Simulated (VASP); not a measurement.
Write the native input for VASP 6.6.1 that does the following.

```yaml
Task: single point
Functional: PBE
Potentials_or_basis: VASP PAW PBE potentials, release 64 (Al, O, N, H)
Cutoff: 520 eV
k_mesh: 2 × 2 × 2, shifted
Occupations: fermi-dirac, width 0.01 eV
Spin: no spin polarisation
Dipole_correction: no
Further_INCAR_settings: LREAL = Auto; ALGO = Normal; EDIFF = 1e-07; NBANDS = 122
```

The structure of Al16HNO23 (a cell with a defect) lies in POSCAR:

```
Al16HNO23
1.0
    2.4039417622      1.3879164235      4.3742070937
   -4.8078835245      2.7758328471      8.7484141875
    0.0000000000     -5.5516656942      8.7484141875
Al O N H
16 23 1 1
Direct
    0.6452023479      0.3279700118      0.3250417843
    0.8582534846      0.4287990634      0.4237314010
    0.1490312796      0.0772218193      0.0748789928
    0.3489858012      0.1796263610      0.1778471732
    0.6601009709      0.3253857903      0.8313623424
    0.8511585276      0.4321911489      0.9292158804
    0.1441006578      0.0756576229      0.5754617171
    0.3505952345      0.1767995586      0.6750405406
    0.6419426126      0.8271934290      0.3255870213
    0.8455293661      0.9326672575      0.4251709314
    0.1450385094      0.5787087141      0.0751738125
    0.3488380612      0.6808435393      0.1761341629
    0.6441497386      0.8285052462      0.8251445722
    0.8508943458      0.9292175749      0.9270020365
    0.1392083328      0.5856859211      0.5676572998
    0.3452666649      0.6741497261      0.6809740415
    0.4408438927      0.0313776738      0.3758178230
    0.9417902294      0.1294290070      0.2782228411
    0.0550552355      0.3788258791      0.2231111875
    0.7503434823      0.2253056239      0.0308558407
    0.2534078245      0.2783395666      0.4717321996
    0.5542855179      0.4759698532      0.1267210712
    0.4425008454      0.0325542697      0.8750682130
    0.9451157354      0.1266102591      0.7807341133
    0.0605184471      0.3778049289      0.7233597128
    0.7491689575      0.2224747645      0.5281765840
    0.2509227447      0.2820208999      0.9741831657
    0.4382342080      0.5321066988      0.3736180368
    0.9404523879      0.6296308515      0.2774467099
    0.0521559538      0.8793626817      0.2228259670
    0.7473177755      0.7262882746      0.0289591750
    0.2405675427      0.7843451425      0.4712889330
    0.5538896711      0.9758141731      0.1257827875
    0.4432735109      0.5316731881      0.8791754473
    0.9344291111      0.6308955583      0.7801104251
    0.0539175014      0.8771753463      0.7233805939
    0.7403761894      0.7248297896      0.5287970808
    0.2471296058      0.7823212919      0.9734864764
    0.5530506167      0.9739737062      0.6260971015
    0.5565437088      0.4670661173      0.6290192094
    0.4488965667      0.3798208721      0.6872480959
```

One way to write it, as run:

INCAR

```
  PREC = Accurate
  ENCUT = 520
  EDIFF = 1E-7
  ISMEAR = -1
  SIGMA = 0.01
  LREAL = Auto
  LASPH = True
  NELM = 60
  ALGO = Normal
  ISIF = 2
  LWAVE = False
  LCHARG = False
  GGA = PE
  NBANDS = 122
```

KPOINTS

```
Automatic mesh
0
Gamma
  2 2 2
  0.5 0.5 0.5
```

Potentials or basis: VASP PAW PBE potentials, release 64 (Al, O, N, H).

Run with:

```console
$ cat potpaw_PBE.64/Al/POTCAR potpaw_PBE.64/O/POTCAR potpaw_PBE.64/N/POTCAR potpaw_PBE.64/H/POTCAR > POTCAR
$ mpirun -np 1 vasp_std > vasp.out
```

Results of the run:

The pressure is 2.3 GPa. The largest force is 0.045 eV/Å and the band gap on the k mesh is 6.43 eV.

Caveat: the k points lie up to 0.61 Å⁻¹ apart.

Run time: 4.6 min on 1 thread of AMD EPYC 9R45 96-Core Processor (Zen 5), with other jobs on the host, peak memory 0.57 GiB.
